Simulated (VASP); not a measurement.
# V (Fmmm) in VASP: electric field gradients with PBE

Aim: the electric field gradients of V with PBE.

All numbers are computed with VASP 6.6.1; they aren't measurements. Logs are shortened: lines on timing, memory, paths and dates and some standing lists are left out, and cuts for length are marked.

### 1 The cell of the first run

Symmetry: Fmmm, No. 69, orthorhombic system. The conventional cell has a = 3.026 Å, b = 4.247 Å, c = 4.312 Å, α = 90.00°, β = 90.00°, γ = 90.00°. V (site symmetry mmm) has 14 V at 2.61 to 3.03 Å within 3.4 Å.

### 2 Electric field gradients, PBE, collinear spin, ferromagnetic start (xy shear strain of -1.5 %)

The input, INCAR:

```
SYSTEM = V
ALGO     = Normal         ! electronic algorithm
EDIFF    = 1E-8           ! SCF threshold, eV
ENCUT    = 520            ! plane-wave cutoff, eV
GGA      = PE             ! functional
ISIF     = 2              ! what is computed and relaxed
ISMEAR   = -1             ! smearing method
ISPIN    = 2              ! spin polarisation
LASPH    = .TRUE.         ! aspherical terms in the spheres
LCHARG   = .FALSE.        ! write CHGCAR
LEFG     = .TRUE.       
LMAXMIX  = 4              ! l up to which the mixer works
LORBIT   = 11             ! projections on sites
LREAL    = .FALSE.        ! projectors in reciprocal space
LWAVE    = .FALSE.        ! write WAVECAR
MAGMOM   = 1.5            ! initial moments
NBANDS   = 16             ! bands
NELM     = 150            ! most SCF steps
PREC     = Accurate       ! precision mode
SIGMA    = 0.03           ! smearing width, eV
```

The input, KPOINTS:

```
k-points
0
G
  15 15 15
  0 0 0
```

The input, POSCAR:

```
V
1.0
   -1.5243475000      1.5243475000      1.5130000000
    1.5243475000     -1.5243475000      1.5130000000
    1.5016525000      1.5016525000     -1.5130000000
V
1
Direct
    0.0000000000      0.0000000000      0.0000000000
```

Potentials or basis: VASP PAW PBE potentials, release 64 (V_sv).

The run is started by

```
> cat potpaw_PBE.64/V_sv/POTCAR > POTCAR
> mpirun -np 1 vasp_std > vasp.out
```

OUTCAR:

```text
SYSTEM = V
   EDIFF = 1E-8
   ENCUT = 520
   GGA = PE
   ISIF = 2
   ISMEAR = -1
   ISPIN = 2
   LASPH = .TRUE.
   LORBIT = 11
   LREAL = .FALSE.
   NELM = 150
   PREC = Accurate

 ion  position               nearest neighbor table
   1  0.000  0.000  0.000-

  LATTYP: Found a face centered orthorhombic cell.
 ALAT       =     3.0260000000
 B/A-ratio  =     1.4036069607
 C/A-ratio  =     1.4248201641

  Lattice vectors:

 A1 = (  -0.0226950000,   3.0260000000,   0.0000000000)
 A2 = (  -1.5243475000,   1.5243475000,   1.5130000000)
 A3 = (   1.5016525000,   1.5016525000,   1.5130000000)

Analysis of symmetry for initial positions (statically):
=====================================================================
 Subroutine PRICEL returns:
 Original cell was already a primitive cell.

 Routine SETGRP: Setting up the symmetry group for a
 face centered orthorhombic supercell.

 Subroutine GETGRP returns: Found  8 space group operations
 (whereof  8 operations were pure point group operations)
 out of a pool of  8 trial point group operations.

The static configuration has the point symmetry D_2h.

Analysis of symmetry for dynamics (positions and initial velocities):
=====================================================================
 Subroutine PRICEL returns:
 Original cell was already a primitive cell.

 Routine SETGRP: Setting up the symmetry group for a
 face centered orthorhombic supercell.

 Subroutine GETGRP returns: Found  8 space group operations
 (whereof  8 operations were pure point group operations)
 out of a pool of  8 trial point group operations.

The dynamic configuration has the point symmetry D_2h.

Analysis of structural, dynamic, and magnetic symmetry:
=====================================================================
 Subroutine PRICEL returns:
 Original cell was already a primitive cell.

 Routine SETGRP: Setting up the symmetry group for a
 face centered orthorhombic supercell.

 Subroutine GETGRP returns: Found  8 space group operations
 (whereof  8 operations were pure point group operations)
 out of a pool of  8 trial point group operations.

The overall configuration has the point symmetry D_2h.

 Subroutine INISYM returns: Found  8 space group operations
 (whereof  8 operations are pure point group operations),
 and found     1 'primitive' translations

----------------------------------------------------------------------------------------

                                     Primitive cell

  volume of cell :      13.8533

  direct lattice vectors                    reciprocal lattice vectors
    -1.524347500  1.524347500  1.513000000     0.002478659  0.330487856  0.330469266
     1.524347500 -1.524347500  1.513000000     0.330487856  0.002478659  0.330469266
     1.501652500  1.501652500 -1.513000000     0.332966515  0.332966515  0.000000000

  length of vectors
     2.633712133  2.633712133  2.607506368     0.467373836  0.467373836  0.470885762

  position of ions in fractional coordinates (direct lattice)
     0.000000000  0.000000000  0.000000000

  ion indices of the primitive-cell ions
   primitive index   ion index
                 1           1

----------------------------------------------------------------------------------------

 KPOINTS: k-points

Automatic generation of k-mesh.
 Grid dimensions read from file:
 generate k-points for:   15   15   15

 Generating k-lattice:

  Cartesian coordinates                     Fractional coordinates (reciprocal lattice)
     0.000165244  0.022032524  0.022031284     0.066666667  0.000000000  0.000000000
     0.022032524  0.000165244  0.022031284     0.000000000  0.066666667  0.000000000
     0.022197768  0.022197768  0.000000000     0.000000000  0.000000000  0.066666667

  Length of vectors
     0.031158256  0.031158256  0.031392384

  Shift w.r.t. Gamma in fractional coordinates (k-lattice)
     0.000000000  0.000000000  0.000000000

 Subroutine IBZKPT returns following result:
 ===========================================

 Found    512 irreducible k-points:

 Following reciprocal coordinates:
            Coordinates               Weight
  0.000000  0.000000  0.000000      1.000000
  0.066667 -0.000000  0.000000      8.000000
  0.133333 -0.000000  0.000000      8.000000
  0.200000  0.000000 -0.000000      8.000000
  0.266667 -0.000000  0.000000      8.000000
  0.333333 -0.000000  0.000000      8.000000
[... 16 lines left out ...]
  0.133333  0.133333  0.000000      4.000000
  0.200000  0.133333  0.000000      8.000000
 [... further k-points ...]
   k-points           NKPTS =    512   k-points in BZ     NKDIM =    512   number of bands    NBANDS=     16
   number of dos      NEDOS =    301   number of ions     NIONS =      1
   total plane-waves  NPLWV =   8000
   dimension x,y,z NGX =    20 NGY =   20 NGZ =   20
   dimension x,y,z NGXF=    40 NGYF=   40 NGZF=   40
   ions per type =               1
   NGX,Y,Z   is equivalent  to a cutoff of  12.62, 12.62, 12.75 a.u.
   NGXF,Y,Z  is equivalent  to a cutoff of  25.25, 25.25, 25.50 a.u.
 SYSTEM =  V
   PREC   = accura    normal or accurate (medium, high low for compatibility)
   ISTART =      0    job   : 0-new  1-cont  2-samecut
   ICHARG =      2    charge: 1-file 2-atom 10-const
   ISPIN  =      2    spin polarized calculation?
   LNONCOLLINEAR =      F non collinear calculations
   LSORBIT =      F    spin-orbit coupling
   LASPH  =      T    aspherical Exc in radial PAW
   ENCUT  =  520.0 eV  38.22 Ry    6.18 a.u.   4.90  4.90  4.85*2*pi/ulx,y,z
   NELM   =    150;   NELMIN=  2; NELMDL= -5     # of ELM steps
   EDIFF  = 0.1E-07   stopping-criterion for ELM
   LREAL  =      F    real-space projection
   EDIFFG = 0.1E-06   stopping-criterion for IOM
   NSW    =      0    number of steps for IOM
   IBRION =     -1    ionic relax: 0-MD 1-quasi-New 2-CG
   NFREE  =      0    steps in history (QN), initial steepest desc. (CG)
   ISIF   =      2    stress and relaxation
   ISYM   =      2    0-nonsym 1-usesym 2-fastsym
   POTIM  = 0.5000    time-step for ionic-motion
   TEBEG  =    0.0;   TEEND  =   0.0 temperature during run
   PSTRESS=    0.0 pullay stress
   NELECT =      13.0000    total number of electrons
   NUPDOWN=      -1.0000    fix difference up-down
   EMIN   =  10.00;   EMAX   =-10.00  energy-range for DOS
   EFERMI =   0.00;   METHOD = LEGACY
   ISMEAR =    -1;   SIGMA  =   0.03  broadening in eV -4-tet -1-fermi 0-gaus
   EFERMI_NEDOS =   21; number of points for ismear=-14 and -15
   IALGO  =     38    algorithm
   IMIX   =      4    mixing-type and parameters
     AMIX     =   0.40;   BMIX     =  1.00
     AMIX_MAG =   1.60;   BMIX_MAG =  1.00
  volume/ion in A,a.u.               =      13.85        93.49
  Fermi-wavevector in a.u.,A,eV,Ry     =   1.602772  3.028801 34.951722  2.568879
  Thomas-Fermi vector in A             =   2.699540
   LORBIT       =     11    0 simple, 1 ext, 2 COOP (PROOUT), +10 PAW based schemes
   GGA     = PE    functional components
   LHFCALC =     F    Hartree Fock is set to
   AEXX    =    0.0000 exact exchange contribution
   IVDW    =     0    specifies the selected vdW correction
   LEPSILON=     F    determine dielectric tensor
   LRPA    =     F    only Hartree local field effects (RPA)
 spin polarized calculation
  energy-cutoff  :      520.00
  volume of cell :       13.85
 maximum number of plane-waves:       385
   NGX =  9   NGY =  9   NGZ =  9

 number of electron      12.9999996 magnetization       0.0000185

 number of electron      12.9999996 magnetization      -0.0000097

 Free energy of the ion-electron system (eV)
  ---------------------------------------------------
  ext. energy  EPLUGINS =         0.00000000
  ---------------------------------------------------
  free energy    TOTEN  =        -8.99031905 eV

  energy without entropy =       -8.98578860  energy(sigma->0) =       -8.98805382

 E-fermi :   9.3657     XC(G=0): -12.7523

 val. band max:        9.3577435385   @ k =  -0.0667   0.2000   0.1333
 cond. band min:       9.3689156821   @ k =   0.1333   0.0000   0.0667
 fundamental gap:      0.0111721436
 Fermi energy:         9.3656714327

 spin component 1

 k-point     1 :       0.0000    0.0000    0.0000
  band No.  band energies     occupation
      1     -54.3871      1.00000
      2     -27.7500      1.00000
      3     -27.7305      1.00000
      4     -27.7128      1.00000
      5       2.8381      1.00000
      6       9.6919      0.00002
[... 8 lines left out ...]
     15      36.4325      0.00000
     16      40.3724      0.00000

 k-point     2 :       0.0667   -0.0000    0.0000
  band No.  band energies     occupation
      1     -54.3795      1.00000
      2     -27.7736      1.00000
      3     -27.7468      1.00000
      4     -27.7216      1.00000
      5       3.0131      1.00000
      6       9.6618      0.00005
[... 8 lines left out ...]
     15      36.7428      0.00000
     16      38.5826      0.00000
[... 387 lines left out ...]
      5       4.7319      1.00000
      6       9.1649      0.99876
[... 8 lines left out ...]
     15      35.3741      0.00000
     16      37.8279      0.00000

 k-point    24 :       0.2000    0.1333    0.0000
  band No.  band energies     occupation
      1     -54.2751      1.00000
      2     -28.2357      1.00000
      3     -27.8952      1.00000
      4     -27.7625      1.00000
      5       5.5911      1.00000
      6       8.8532      1.00000
[... 8 lines left out ...]
     15      35.9279      0.00000
     16      37.9364      0.00000

 [... further k-points ...]

 spin component 2

 k-point     1 :       0.0000    0.0000    0.0000
  band No.  band energies     occupation
      1     -54.3871      1.00000
      2     -27.7500      1.00000
      3     -27.7305      1.00000
      4     -27.7128      1.00000
      5       2.8381      1.00000
      6       9.6919      0.00002
[... 8 lines left out ...]
     15      36.4325      0.00000
     16      40.3724      0.00000

 k-point     2 :       0.0667   -0.0000    0.0000
  band No.  band energies     occupation
      1     -54.3795      1.00000
      2     -27.7736      1.00000
      3     -27.7468      1.00000
      4     -27.7216      1.00000
      5       3.0131      1.00000
      6       9.6618      0.00005
[... 8 lines left out ...]
     15      36.7428      0.00000
     16      38.5826      0.00000
[... 387 lines left out ...]
      5       4.7319      1.00000
      6       9.1649      0.99876
[... 8 lines left out ...]
     15      35.3740      0.00000
     16      37.8279      0.00000

 k-point    24 :       0.2000    0.1333    0.0000
  band No.  band energies     occupation
      1     -54.2751      1.00000
      2     -28.2357      1.00000
      3     -27.8952      1.00000
      4     -27.7625      1.00000
      5       5.5911      1.00000
      6       8.8532      1.00000
[... 8 lines left out ...]
     15      35.9279      0.00000
     16      37.9364      0.00000

 [... further k-points ...]
[... 5 lines left out ...]
  --------------------------------------------------------------------------------------
  -------------------------------------------------------------------------------------
  Total       -0.4342542     -0.4342542     -0.4411495      0.0388074     -0.0000000     -0.0000000
  in kB      -50.2229507    -50.2229507    -51.0204148      4.4882071     -0.0000000     -0.0000000
  external PRESSURE =     -50.4887721 kB  Pullay stress =       0.0000000 kB

 VOLUME and BASIS-vectors are now :
 -----------------------------------------------------------------------------
  energy-cutoff  :      520.00
  volume of cell :       13.85
      direct lattice vectors                 reciprocal lattice vectors
    -1.524347500  1.524347500  1.513000000     0.002478659  0.330487856  0.330469266
     1.524347500 -1.524347500  1.513000000     0.330487856  0.002478659  0.330469266
     1.501652500  1.501652500 -1.513000000     0.332966515  0.332966515  0.000000000

 POSITION                                       TOTAL-FORCE (eV/Angst)
 -----------------------------------------------------------------------------------
      0.00000      0.00000      0.00000        -0.000000     -0.000000      0.000000
 -----------------------------------------------------------------------------------
    total drift:                                0.000000     -0.000000     -0.000000

  FREE ENERGIE OF THE ION-ELECTRON SYSTEM (eV)
  ---------------------------------------------------
  free  energy   TOTEN  =        -8.9903190530 eV

  energy  without entropy=       -8.9857885959  energy(sigma->0) =       -8.98805382

 Electric field gradients (V/A^2)
---------------------------------------------------------------------
 ion       V_xx      V_yy      V_zz      V_xy      V_xz      V_yz
---------------------------------------------------------------------
   1      -0.123    -0.123     0.247     1.547     0.003     0.003
---------------------------------------------------------------------

 Electric field gradients after diagonalization (V/A^2)
 (convention: |V_zz| > |V_xx| > |V_yy|)
----------------------------------------------------------------------
 ion       V_xx      V_yy      V_zz     asymmetry (V_yy - V_xx)/ V_zz
----------------------------------------------------------------------
   1       1.423     0.247    -1.670       0.705
----------------------------------------------------------------------

           NMR quadrupolar parameters

 Cq : quadrupolar parameter    Cq=e*Q*V_zz/h
 eta: asymmetry parameters     (V_yy - V_xx)/ V_zz
 Q  : nuclear electric quadrupole moment in mb (millibarn)
----------------------------------------------------------------------
 ion       Cq(MHz)       eta       Q (mb)
----------------------------------------------------------------------
   1      -0.004       0.705       1.000
----------------------------------------------------------------------

 total charge

# of ion       s       p       d       tot
------------------------------------------
    1        2.333   6.212   3.061  11.605

 magnetization (x)

# of ion       s       p       d       tot
------------------------------------------
    1       -0.000  -0.000  -0.000  -0.000
```

It took 3.5 min on 1 thread of AMD EPYC 7R13 (Zen 3), shared host; peak memory 0.23 GiB.

Results:

```
Free energy                                           : -8.9903 eV
Pressure                                              : -5.0 GPa
Net moment                                            : 0.00 μB per cell
Valence electrons inside the program's atomic spheres : V 11.61
```

Levels at points of the mesh, in eV from the Fermi level:
Spin up:
```tsv
k point	band 3	band 4	band 5	band 6	band 7	band 8	band 9	band 10	band 11	band 12
(0.00, 0.00, 0.00)	-37.10	-37.08	-6.53	0.33	0.40	0.48	2.35	2.35	20.08	20.26
```
Spin down:
```csv
k point,band 5,band 6,band 7,band 8,band 9,band 10
"(0.00, 0.00, 0.00)",-6.53,0.33,0.40,0.48,2.35,2.35
```

Electric field gradients, principal values (V/Å²):
```csv
atom,least,middle,greatest (by size)
1 V,0.247,1.423,-1.670
```

Caveat: the cell differs from its parent crystal (xy shear strain of -1.5 %); without QUAD_EFG the Cq values of the log hold for a quadrupole moment of 1 mb, not for the nuclei.
